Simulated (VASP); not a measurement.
# NaCl (Imm2) in VASP: single point with HSE06

Aim: the single point of NaCl with HSE06.

Program: VASP 6.6.1. These are calculated values, not measurements. Logs are shortened: lines on timing, memory, paths and dates and some standing lists are left out, and cuts for length are marked.

### Step 1. The cell of the first run

Symmetry: Imm2, No. 44, orthorhombic system. The conventional cell has a = 4.316 Å, b = 4.416 Å, c = 6.175 Å, α = 90.00°, β = 90.00°, γ = 90.00°. Na (site symmetry mm2) has 4 Cl at 2.67 to 2.68 Å within 3.5 Å. Within 3.5 Å of Cl (site symmetry mm2) lie 4 Na at 2.67 to 2.68 Å.

### Step 2. Single point, HSE06 (shear xy strain +2.3%)

File POSCAR:

```
NaCl
1.0
    0.0355036369      3.0872727782      3.0872727782
    3.0872727782      0.0355036369      3.0872727782
    3.1227764152      3.1227764152      0.0000000001
Na Cl
1 1
Direct
    0.0025876714      0.0025876714     -0.0025876714
    0.2474123286      0.2474123286      0.2525876714
```

File INCAR.step1:

```
SYSTEM = NaCl
PREC = Accurate ; ENCUT = 520
EDIFF = 1E-5 ; ISMEAR = 0
SIGMA = 0.01 ; LREAL = .False.
LASPH = .True. ; NELM = 60
ALGO = Normal ; ISIF = 2
LWAVE = .True. ; NBANDS = 14
GGA = PE ; KPAR = 2
```

File INCAR.step2:

```
SYSTEM = NaCl
PREC = Accurate ; ENCUT = 520
EDIFF = 1E-6 ; ISMEAR = 0
SIGMA = 0.01 ; LREAL = .False.
LASPH = .True. ; NELM = 60
ALGO = Normal ; ISIF = 2
LWAVE = .False. ; LCHARG = .True.
GGA = PE ; LHFCALC = .True.
HFSCREEN = 0.2079 ; PRECFOCK = Normal
LVHAR = .True. ; NBANDS = 14
ISTART = 1 ; KPAR = 2
```

File KPOINTS:

```
regular mesh
0
Gamma
  6 6 6
  0 0 0
```

Potentials or basis: VASP PAW PBE potentials, release 64 (Na_pv, Cl).

Command:

```
> cat potpaw_PBE.64/Na_pv/POTCAR potpaw_PBE.64/Cl/POTCAR > POTCAR
> cp INCAR.step1 INCAR
> mpirun -np 2 vasp_std > vasp.out
> cp INCAR.step2 INCAR
> mpirun -np 2 vasp_std > vasp.out
```

OUTCAR:

```text
SYSTEM = NaCl
   PREC = Accurate
   ENCUT = 520
   EDIFF = 1E-6
   ISMEAR = 0
   LREAL = .False.
   LASPH = .True.
   NELM = 60
   ISIF = 2
   GGA = PE
   LHFCALC = .True.
   HFSCREEN = 0.2079
   PRECFOCK = Normal
   ISTART = 1

 ion  position               nearest neighbor table
   1  0.003  0.003  0.997-   2 2.67   2 2.67   2 2.68   2 2.68
   2  0.247  0.247  0.253-   1 2.67   1 2.67   1 2.68   1 2.68

  LATTYP: Found a body centered orthorhombic cell.
 ALAT       =     4.3158533089
 B/A-ratio  =     1.0232675771
 C/A-ratio  =     1.4306662239

  Lattice vectors:

 A1 = (   3.0872727783,   0.0355036370,  -3.0872727781)
 A2 = (  -3.0872727782,  -0.0355036369,  -3.0872727782)
 A3 = (   0.0355036369,   3.0872727782,   3.0872727782)

Analysis of symmetry for initial positions (statically):
=====================================================================
 Subroutine PRICEL returns:
 Original cell was already a primitive cell.

 Routine SETGRP: Setting up the symmetry group for a
 body centered orthorhombic supercell.

 Subroutine GETGRP returns: Found  4 space group operations
 (whereof  4 operations were pure point group operations)
 out of a pool of  8 trial point group operations.

The static configuration has the point symmetry C_2v.

Analysis of symmetry for dynamics (positions and initial velocities):
=====================================================================
 Subroutine PRICEL returns:
 Original cell was already a primitive cell.

 Routine SETGRP: Setting up the symmetry group for a
 body centered orthorhombic supercell.

 Subroutine GETGRP returns: Found  4 space group operations
 (whereof  4 operations were pure point group operations)
 out of a pool of  8 trial point group operations.

The dynamic configuration has the point symmetry C_2v.

 Subroutine INISYM returns: Found  4 space group operations
 (whereof  4 operations are pure point group operations),
 and found     1 'primitive' translations

----------------------------------------------------------------------------------------

                                     Primitive cell

  volume of cell :      58.8434

  direct lattice vectors                    reciprocal lattice vectors
     0.035503637  3.087272778  3.087272778    -0.163839392  0.163839392  0.161955239
     3.087272778  0.035503637  3.087272778     0.163839392 -0.163839392  0.161955239
     3.122776415  3.122776415  0.000000000     0.160113929  0.160113929 -0.161955239

  length of vectors
     4.366207384  4.366207384  4.416272759     0.282694521  0.282694521  0.278392600

  position of ions in fractional coordinates (direct lattice)
     0.002587671  0.002587671  0.997412329
     0.247412329  0.247412329  0.252587671

  ion indices of the primitive-cell ions
   primitive index   ion index
                 1           1
                 2           2

----------------------------------------------------------------------------------------

 KPOINTS: regular mesh

Automatic generation of k-mesh.
 Grid dimensions read from file:
 generate k-points for:    6    6    6

 Generating k-lattice:

  Cartesian coordinates                     Fractional coordinates (reciprocal lattice)
    -0.027306565  0.027306565  0.026992540     0.166666667  0.000000000  0.000000000
     0.027306565 -0.027306565  0.026992540     0.000000000  0.166666667  0.000000000
     0.026685655  0.026685655 -0.026992540     0.000000000  0.000000000  0.166666667

  Length of vectors
     0.047115753  0.047115753  0.046398767

  Shift w.r.t. Gamma in fractional coordinates (k-lattice)
     0.000000000  0.000000000  0.000000000

 Subroutine IBZKPT returns following result:
 ===========================================

 Found     46 irreducible k-points:

 Following reciprocal coordinates:
            Coordinates               Weight
  0.000000  0.000000  0.000000      1.000000
  0.166667  0.000000 -0.000000      4.000000
  0.333333  0.000000 -0.000000      4.000000
  0.500000  0.000000  0.000000      2.000000
  0.166667  0.166667 -0.000000      2.000000
  0.333333  0.166667 -0.000000      4.000000
[... 16 lines left out ...]
 -0.166667  0.333333  0.166667      4.000000
  0.500000  0.500000  0.166667      4.000000
 [... further k-points ...]
   k-points           NKPTS =     46   k-points in BZ     NKDIM =    216   number of bands    NBANDS=     14
   number of dos      NEDOS =    301   number of ions     NIONS =      2
   total plane-waves  NPLWV =  36864
   dimension x,y,z NGX =    32 NGY =   32 NGZ =   36
   dimension x,y,z NGXF=    64 NGYF=   64 NGZF=   72
   ions per type =               1   1
   NGX,Y,Z   is equivalent  to a cutoff of  12.18, 12.18, 13.55 a.u.
   NGXF,Y,Z  is equivalent  to a cutoff of  24.37, 24.37, 27.10 a.u.
 SYSTEM =  NaCl
   PREC   = accura    normal or accurate (medium, high low for compatibility)
   ISTART =      1    job   : 0-new  1-cont  2-samecut
   ICHARG =      0    charge: 1-file 2-atom 10-const
   ISPIN  =      1    spin polarized calculation?
   LNONCOLLINEAR =      F non collinear calculations
   LSORBIT =      F    spin-orbit coupling
   LASPH  =      T    aspherical Exc in radial PAW
   ENCUT  =  520.0 eV  38.22 Ry    6.18 a.u.   8.12  8.12  8.21*2*pi/ulx,y,z
   NELM   =     60;   NELMIN=  2; NELMDL=  0     # of ELM steps
   EDIFF  = 0.1E-05   stopping-criterion for ELM
   LREAL  =      F    real-space projection
   EDIFFG = 0.1E-04   stopping-criterion for IOM
   NSW    =      0    number of steps for IOM
   IBRION =     -1    ionic relax: 0-MD 1-quasi-New 2-CG
   NFREE  =      0    steps in history (QN), initial steepest desc. (CG)
   ISIF   =      2    stress and relaxation
   ISYM   =      3    0-nonsym 1-usesym 2-fastsym
   POTIM  = 0.5000    time-step for ionic-motion
   TEBEG  =    0.0;   TEEND  =   0.0 temperature during run
   PSTRESS=    0.0 pullay stress
   NELECT =      14.0000    total number of electrons
   NUPDOWN=      -1.0000    fix difference up-down
   EMIN   =  10.00;   EMAX   =-10.00  energy-range for DOS
   EFERMI =   0.00;   METHOD = LEGACY
   ISMEAR =     0;   SIGMA  =   0.01  broadening in eV -4-tet -1-fermi 0-gaus
   EFERMI_NEDOS =   21; number of points for ismear=-14 and -15
   IALGO  =     38    algorithm
   IMIX   =      1    mixing-type and parameters
     AMIX     =   0.40;   BMIX     =  1.00
     AMIX_MAG =   1.60;   BMIX_MAG =  1.00
  volume/ion in A,a.u.               =      29.42       198.55
  Fermi-wavevector in a.u.,A,eV,Ry     =   1.014421  1.916978 14.001081  1.029050
  Thomas-Fermi vector in A             =   2.147648
   LORBIT       =      0    0 simple, 1 ext, 2 COOP (PROOUT), +10 PAW based schemes
   GGA     = PE    functional components
   LHFCALC =     T    Hartree Fock is set to
   PRECFOCK=normal    Normal, Fast or Accurate (Low or Medium for compatibility)
   ENCUT4O =  -1.0   cutoff for four orbital integrals eV
   NKREDX  =     1    reduce k-point grid by
   NKREDY  =     1    reduce k-point grid by
   NKREDZ  =     1    reduce k-point grid by
   AEXX    =    0.2500 exact exchange contribution
   HFSCREEN=    0.2079 screening length (either q_TF or 0.3 A-1)
   HFSCREENC=   0.2079 screening length for correlation (either q_TF or 0.3 A-1)
   ENCUTFOCK=  -1.0 apply spherical cutoff to Coloumb kernel
   IVDW    =     0    specifies the selected vdW correction
   LEPSILON=     F    determine dielectric tensor
   LRPA    =     F    only Hartree local field effects (RPA)
 non-spin polarized calculation
 Gauss-broadening in eV      SIGMA  =   0.01
  energy-cutoff  :      520.00
  volume of cell :       58.84
 maximum number of plane-waves:      1600
  NGX = 28; NGY = 28; NGZ = 28

 number of electron      14.0000000 magnetization

 Free energy of the ion-electron system (eV)
  ---------------------------------------------------
  ext. energy  EPLUGINS =         0.00000000
  ---------------------------------------------------
  free energy    TOTEN  =        -7.72554385 eV

  energy without entropy =       -7.72554385  energy(sigma->0) =       -7.72554385

 E-fermi :  -3.3353     XC(G=0):  -5.7573

 val. band max:       -3.3767771860   @ k =   0.0000   0.0000   0.0000
 cond. band min:       2.8277772473   @ k =   0.0000   0.0000   0.0000
 fundamental gap:      6.2045544333
 Fermi energy:        -3.3352745729

 k-point     1 :       0.0000    0.0000    0.0000
  band No.  band energies     occupation
      1     -26.0451      2.00000
      2     -26.0440      2.00000
      3     -26.0429      2.00000
      4     -16.6711      2.00000
      5      -3.4355      2.00000
      6      -3.4076      2.00000
      7      -3.3768      2.00000
      8       2.8278      0.00000
      9       9.1942      0.00000
     10       9.3317      0.00000
     11       9.4699      0.00000
     12      11.1928      0.00000
     13      11.1965      0.00000
     14      13.4192      0.00000

 k-point     2 :       0.1667    0.0000   -0.0000
  band No.  band energies     occupation
      1     -26.0484      2.00000
      2     -26.0447      2.00000
      3     -26.0433      2.00000
      4     -16.6316      2.00000
      5      -3.7168      2.00000
      6      -3.4611      2.00000
      7      -3.4268      2.00000
      8       3.4508      0.00000
      9       8.7222      0.00000
     10       9.3178      0.00000
     11       9.4929      0.00000
     12      10.6433      0.00000
     13      10.7090      0.00000
     14      12.4327      0.00000
[... 343 lines left out ...]
      1     -26.0571      2.00000
      2     -26.0483      2.00000
      3     -26.0456      2.00000
      4     -16.4998      2.00000
      5      -4.2484      2.00000
      6      -3.8092      2.00000
      7      -3.6201      2.00000
      8       5.4648      0.00000
      9       7.3270      0.00000
     10       7.8349      0.00000
     11       9.5975      0.00000
     12      10.9082      0.00000
     13      13.1285      0.00000
     14      13.9144      0.00000

 k-point    24 :       0.5000    0.5000    0.1667
  band No.  band energies     occupation
      1     -26.0577      2.00000
      2     -26.0484      2.00000
      3     -26.0475      2.00000
      4     -16.4785      2.00000
      5      -4.3263      2.00000
      6      -3.8529      2.00000
      7      -3.6377      2.00000
      8       5.2470      0.00000
      9       7.1917      0.00000
     10       8.2815      0.00000
     11      10.4707      0.00000
     12      10.7086      0.00000
     13      13.6227      0.00000
     14      13.7534      0.00000

 [... further k-points ...]

------------------------ aborting loop because EDIFF is reached ----------------------------------------

  FORCE on cell =-STRESS in cart. coord.  units (eV):
  Direction    XX          YY          ZZ          XY          YZ          ZX
  --------------------------------------------------------------------------------------
  -------------------------------------------------------------------------------------
  Total        0.1456702      0.1456702      0.1435524     -0.0504931     -0.0000000     -0.0000000
  in kB        3.9662846      3.9662846      3.9086214     -1.3748181     -0.0000000     -0.0000000
  external PRESSURE =       3.9470635 kB  Pullay stress =       0.0000000 kB

 VOLUME and BASIS-vectors are now :
 -----------------------------------------------------------------------------
  energy-cutoff  :      520.00
  volume of cell :       58.84
      direct lattice vectors                 reciprocal lattice vectors
     0.035503637  3.087272778  3.087272778    -0.163839392  0.163839392  0.161955239
     3.087272778  0.035503637  3.087272778     0.163839392 -0.163839392  0.161955239
     3.122776415  3.122776415  0.000000000     0.160113929  0.160113929 -0.161955239

 POSITION                                       TOTAL-FORCE (eV/Angst)
 -----------------------------------------------------------------------------------
      3.12278      3.12278      0.01598        -0.000000     -0.000000      0.001278
      1.56139      1.56139      1.52766         0.000000      0.000000     -0.001278
 -----------------------------------------------------------------------------------
    total drift:                               -0.000005     -0.000005      0.000192

  FREE ENERGIE OF THE ION-ELECTRON SYSTEM (eV)
  ---------------------------------------------------
  free  energy   TOTEN  =        -7.7255438463 eV

  energy  without entropy=       -7.7255438463  energy(sigma->0) =       -7.72554385
```

It took 63 min on 2 MPI ranks of Intel Xeon Platinum 8375C at 2.90GHz (Ice Lake), shared host; peak memory 0.32 GiB.

What came out:

```yaml
Free_energy: -7.7255 eV
Pressure: 0.4 GPa
Band_gap_on_the_k_mesh: 6.20 eV
```

Caveat: the cell differs from its parent crystal (shear xy strain +2.3%); the structure was generated, so it needn't be the stable form of NaCl; the PAW data sets were made with another functional, which shifts forces and pressure a little.
